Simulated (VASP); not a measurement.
# MgO (Fm-3m) in VASP: notebook, part 2 of 2

VASP 6.6.1.

## Step 4: Single point, LDA

INCAR reads:

```
SYSTEM = MgO
PREC = Accurate
ENCUT = 750
EDIFF = 1E-6
ISMEAR = -1
SIGMA = 0.05
LREAL = .False.
LASPH = .True.
NELM = 120
ALGO = Normal
ISIF = 2
LWAVE = .False.
LCHARG = .False.
GGA = CA
NBANDS = 15
GGA_COMPAT = .False.
```

KPOINTS reads:

```
Automatic mesh
0
Gamma
  14 14 14
  0 0 0
```

POSCAR reads:

```
MgO
1.0
    2.0795922154      2.0795922154      0.0000000000
   -2.0795922154      2.0795922154      0.0000000000
    0.0000000000      2.0795922154      2.0795922154
Mg O
1 1
Direct
    0.0000000000      0.0000000000      0.0000000000
    0.5000000000      0.5000000000      0.0000000000
```

Potentials or basis: VASP PAW LDA potentials, release 64 (Mg_sv, O).

Launch:

```bash
$ cat potpaw_LDA.64/Mg_sv/POTCAR potpaw_LDA.64/O/POTCAR > POTCAR
$ mpirun -np 1 vasp_std > vasp.out
```

OUTCAR:

```text
SYSTEM = MgO
   PREC = Accurate
   ENCUT = 750
   EDIFF = 1E-6
   ISMEAR = -1
   LREAL = .False.
   LASPH = .True.
   NELM = 120
   ISIF = 2
   GGA = CA

 ion  position               nearest neighbor table
   1  0.000  0.000  0.000-   2 2.08   2 2.08   2 2.08   2 2.08   2 2.08   2 2.08
   2  0.500  0.500  0.000-   1 2.08   1 2.08   1 2.08   1 2.08   1 2.08   1 2.08

  LATTYP: Found a face centered cubic cell.
 ALAT       =     4.1591844308

  Lattice vectors:

 A1 = (   0.0000000000,   2.0795922154,   2.0795922154)
 A2 = (   2.0795922154,   0.0000000000,   2.0795922154)
 A3 = (   2.0795922154,   2.0795922154,   0.0000000000)

Analysis of symmetry for initial positions (statically):
=====================================================================
 Subroutine PRICEL returns:
 Original cell was already a primitive cell.

 Routine SETGRP: Setting up the symmetry group for a
 face centered cubic supercell.

 Subroutine GETGRP returns: Found 48 space group operations
 (whereof 48 operations were pure point group operations)
 out of a pool of 48 trial point group operations.

The static configuration has the point symmetry O_h .

Analysis of symmetry for dynamics (positions and initial velocities):
=====================================================================
 Subroutine PRICEL returns:
 Original cell was already a primitive cell.

 Routine SETGRP: Setting up the symmetry group for a
 face centered cubic supercell.

 Subroutine GETGRP returns: Found 48 space group operations
 (whereof 48 operations were pure point group operations)
 out of a pool of 48 trial point group operations.

The dynamic configuration has the point symmetry O_h .

 Subroutine INISYM returns: Found 48 space group operations
 (whereof 48 operations are pure point group operations),
 and found     1 'primitive' translations

----------------------------------------------------------------------------------------

                                     Primitive cell

  volume of cell :      17.9872

  direct lattice vectors                    reciprocal lattice vectors
     2.079592215  2.079592215  0.000000000     0.240431752  0.240431752 -0.240431752
    -2.079592215  2.079592215  0.000000000    -0.240431752  0.240431752 -0.240431752
     0.000000000  2.079592215  2.079592215     0.000000000  0.000000000  0.480863504

  length of vectors
     2.940987515  2.940987515  2.940987515     0.416440010  0.416440010  0.480863504

  position of ions in fractional coordinates (direct lattice)
     0.000000000  0.000000000  0.000000000
     0.500000000  0.500000000  0.000000000

  ion indices of the primitive-cell ions
   primitive index   ion index
                 1           1
                 2           2

----------------------------------------------------------------------------------------

 KPOINTS: Automatic mesh

Automatic generation of k-mesh.
 Grid dimensions read from file:
 generate k-points for:   14   14   14

 Generating k-lattice:

[... 23 lines left out ...]
  0.357143  0.000000  0.000000      8.000000
[... 16 lines left out ...]
  0.214286  0.142857  0.000000     24.000000
  0.285714  0.142857  0.000000     24.000000
 [... further k-points ...]
   k-points           NKPTS =    104   k-points in BZ     NKDIM =    104   number of bands    NBANDS=     15
   number of dos      NEDOS =    301   number of ions     NIONS =      2
   total plane-waves  NPLWV =  21952
   dimension x,y,z NGX =    28 NGY =   28 NGZ =   28
   dimension x,y,z NGXF=    56 NGYF=   56 NGZF=   56
   ions per type =               1   1
   NGX,Y,Z   is equivalent  to a cutoff of  15.83, 15.83, 15.83 a.u.
   NGXF,Y,Z  is equivalent  to a cutoff of  31.66, 31.66, 31.66 a.u.
 SYSTEM =  MgO
   PREC   = accura    normal or accurate (medium, high low for compatibility)
   ISTART =      0    job   : 0-new  1-cont  2-samecut
   ICHARG =      2    charge: 1-file 2-atom 10-const
   ISPIN  =      1    spin polarized calculation?
   LNONCOLLINEAR =      F non collinear calculations
   LSORBIT =      F    spin-orbit coupling
   LASPH  =      T    aspherical Exc in radial PAW
   ENCUT  =  750.0 eV  55.12 Ry    7.42 a.u.   6.57  6.57  6.57*2*pi/ulx,y,z
   NELM   =    120;   NELMIN=  2; NELMDL= -5     # of ELM steps
   EDIFF  = 0.1E-05   stopping-criterion for ELM
   LREAL  =      F    real-space projection
   EDIFFG = 0.1E-04   stopping-criterion for IOM
   NSW    =      0    number of steps for IOM
   IBRION =     -1    ionic relax: 0-MD 1-quasi-New 2-CG
   NFREE  =      0    steps in history (QN), initial steepest desc. (CG)
   ISIF   =      2    stress and relaxation
   ISYM   =      2    0-nonsym 1-usesym 2-fastsym
   POTIM  = 0.5000    time-step for ionic-motion
   TEBEG  =    0.0;   TEEND  =   0.0 temperature during run
   PSTRESS=    0.0 pullay stress
   NELECT =      16.0000    total number of electrons
   NUPDOWN=      -1.0000    fix difference up-down
   EMIN   =  10.00;   EMAX   =-10.00  energy-range for DOS
   EFERMI =   0.00;   METHOD = LEGACY
   ISMEAR =    -1;   SIGMA  =   0.05  broadening in eV -4-tet -1-fermi 0-gaus
   EFERMI_NEDOS =   21; number of points for ismear=-14 and -15
   IALGO  =     38    algorithm
   IMIX   =      4    mixing-type and parameters
     AMIX     =   0.40;   BMIX     =  1.00
     AMIX_MAG =   1.60;   BMIX_MAG =  1.00
  volume/ion in A,a.u.               =       8.99        60.69
  Fermi-wavevector in a.u.,A,eV,Ry     =   1.574442  2.975264 33.727038  2.478867
  Thomas-Fermi vector in A             =   2.675576
   LORBIT       =      0    0 simple, 1 ext, 2 COOP (PROOUT), +10 PAW based schemes
   GGA     = CA    functional components
   LHFCALC =     F    Hartree Fock is set to
   AEXX    =    0.0000 exact exchange contribution
   IVDW    =     0    specifies the selected vdW correction
   LEPSILON=     F    determine dielectric tensor
   LRPA    =     F    only Hartree local field effects (RPA)
 non-spin polarized calculation
  energy-cutoff  :      750.00
  volume of cell :       17.99
 maximum number of plane-waves:       872
 NGX is ok and might be reduce to    28
   NGX = 13   NGY = 13   NGZ = 13

 number of electron      15.9999996 magnetization

 Free energy of the ion-electron system (eV)
  ---------------------------------------------------
  ext. energy  EPLUGINS =         0.00000000
  ---------------------------------------------------
  free energy    TOTEN  =       -13.23526547 eV

  energy without entropy =      -13.23526547  energy(sigma->0) =      -13.23526547

 E-fermi :   3.8092     XC(G=0): -12.1306

 val. band max:        2.8610891387   @ k =   0.0000   0.0000   0.0000
 cond. band min:       7.9091674414   @ k =   0.0000   0.0000   0.0000
 fundamental gap:      5.0480783027
 Fermi energy:         3.8092254091

 k-point     1 :       0.0000    0.0000    0.0000
  band No.  band energies     occupation
      1     -68.3531      2.00000
      2     -35.8128      2.00000
      3     -35.8128      2.00000
      4     -35.8128      2.00000
      5     -14.3246      2.00000
      6       2.8611      2.00000
      7       2.8611      2.00000
      8       2.8611      2.00000
      9       7.9092      0.00000
     10      18.5962      0.00000
     11      18.5962      0.00000
     12      18.5962      0.00000
     13      22.7249      0.00000
     14      24.4048      0.00000
[... 401 lines left out ...]
      2     -35.8888      2.00000
      3     -35.8359      2.00000
      4     -35.8200      2.00000
      5     -13.1454      2.00000
      6      -0.8568      2.00000
      7       1.5447      2.00000
      8       2.2938      2.00000
      9      11.5583      0.00000
     10      14.9483      0.00000
     11      18.1268      0.00000
     12      20.1258      0.00000
     13      22.5731      0.00000
     14      24.5021      0.00000
     15      26.9868      0.00000

 [... further k-points ...]

------------------------ aborting loop because EDIFF is reached ----------------------------------------

  FORCE on cell =-STRESS in cart. coord.  units (eV):
  Direction    XX          YY          ZZ          XY          YZ          ZX
  --------------------------------------------------------------------------------------
  -------------------------------------------------------------------------------------
  Total        0.0063935      0.0063935      0.0063935     -0.0000000     -0.0000000      0.0000000
  in kB        0.5694897      0.5694897      0.5694897     -0.0000000     -0.0000000      0.0000000
  external PRESSURE =       0.5694897 kB  Pullay stress =       0.0000000 kB

 VOLUME and BASIS-vectors are now :
 -----------------------------------------------------------------------------
  energy-cutoff  :      750.00
  volume of cell :       17.99
      direct lattice vectors                 reciprocal lattice vectors
     2.079592215  2.079592215  0.000000000     0.240431752  0.240431752 -0.240431752
    -2.079592215  2.079592215  0.000000000    -0.240431752  0.240431752 -0.240431752
     0.000000000  2.079592215  2.079592215     0.000000000  0.000000000  0.480863504

 POSITION                                       TOTAL-FORCE (eV/Angst)
 -----------------------------------------------------------------------------------
      0.00000      0.00000      0.00000        -0.000000     -0.000000      0.000000
      0.00000      2.07959      0.00000         0.000000      0.000000      0.000000
 -----------------------------------------------------------------------------------
    total drift:                               -0.000000      0.000000     -0.000000

  FREE ENERGIE OF THE ION-ELECTRON SYSTEM (eV)
  ---------------------------------------------------
  free  energy   TOTEN  =       -13.2352654741 eV

  energy  without entropy=      -13.2352654741  energy(sigma->0) =      -13.23526547
```

OSZICAR:

```text
N       E                     dE             d eps       ncg     rms          rms(c)
DAV:   1     0.149182056028E+03    0.14918E+03   -0.12807E+04  3120   0.164E+03
DAV:   2    -0.961400109334E+01   -0.15880E+03   -0.15078E+03  3750   0.418E+02
DAV:   3    -0.147910756765E+02   -0.51771E+01   -0.51530E+01  4030   0.736E+01
DAV:   4    -0.148608168375E+02   -0.69741E-01   -0.69733E-01  3666   0.847E+00
DAV:   5    -0.148618569096E+02   -0.10401E-02   -0.10401E-02  3869   0.863E-01    0.846E+00
DAV:   6    -0.132989347358E+02    0.15629E+01   -0.24190E+00  3372   0.150E+01    0.273E+00
DAV:   7    -0.132636477177E+02    0.35287E-01   -0.13373E-01  3694   0.323E+00    0.165E+00
DAV:   8    -0.132363957762E+02    0.27252E-01   -0.42848E-02  3869   0.204E+00    0.338E-01
DAV:   9    -0.132352323198E+02    0.11635E-02   -0.34345E-03  3393   0.519E-01    0.757E-02
DAV:  10    -0.132352730204E+02   -0.40701E-04   -0.13721E-04  4107   0.141E-01    0.352E-02
DAV:  11    -0.132352655559E+02    0.74645E-05   -0.11554E-05  3617   0.374E-02    0.432E-03
DAV:  12    -0.132352654741E+02    0.81765E-07   -0.17196E-07  2183   0.595E-03
   1 F= -.13235265E+02 E0= -.13235265E+02  d E =-.880486E-10
```

stdout:

```text
POSCAR found type information on POSCAR MgO
 POSCAR found :  2 types and       2 ions
 scaLAPACK will be used
 LDA part: xc-table for (Slater(with rela. corr.)+CA(PZ))
 , standard interpolation
 POSCAR, INCAR and KPOINTS ok, starting setup
 FFT: planning ... GRIDC
 FFT: planning ... GRID_SOFT
 FFT: planning ... GRID
 WAVECAR not read
 entering main loop
```

It took 56 s on 1 thread of Intel Xeon Platinum 8375C at 2.90GHz (Ice Lake), shared host; peak memory 0.17 GiB.

What came out:

```yaml
Free_energy: -13.2353 eV
Pressure: 0.1 GPa
Band_gap_on_the_k_mesh: 5.05 eV
```

A k mesh can miss the band edges.

## Step 5: The runs side by side

| task | cell | k mesh | smearing | gap on the mesh (eV) | pressure (GPa) |
| --- | --- | --- | --- | --- | --- |
| relaxation of cell and atoms | relaxed to 4 GPa from a = 2.941 Å, angles 60.0, 60.0, 90.0°, 2 atoms | 10 × 10 × 10 | gaussian 0.01 eV | 5.26 | 4.0 |
| relaxation of cell and atoms | relaxed from a = 2.982 Å, angles 60.0, 60.0, 90.0°, 2 atoms | 14 × 14 × 14 | fermi-dirac 0.05 eV | 5.03 | 0.0 |
| single point | a = 2.941 Å, angles 60.0, 60.0, 90.0°, 2 atoms | 14 × 14 × 14 | fermi-dirac 0.05 eV | 5.05 | 0.1 |

Alike in all rows: level LDA; potentials or basis VASP PAW LDA potentials, release 64 (Mg_sv, O); no spin polarisation; cutoff (eV) 750.

Caveats: the cell is relaxed towards a set pressure, so the run minimises the enthalpy, not the energy (at least some runs).

Absolute energies hang on the potentials; compare differences alone.
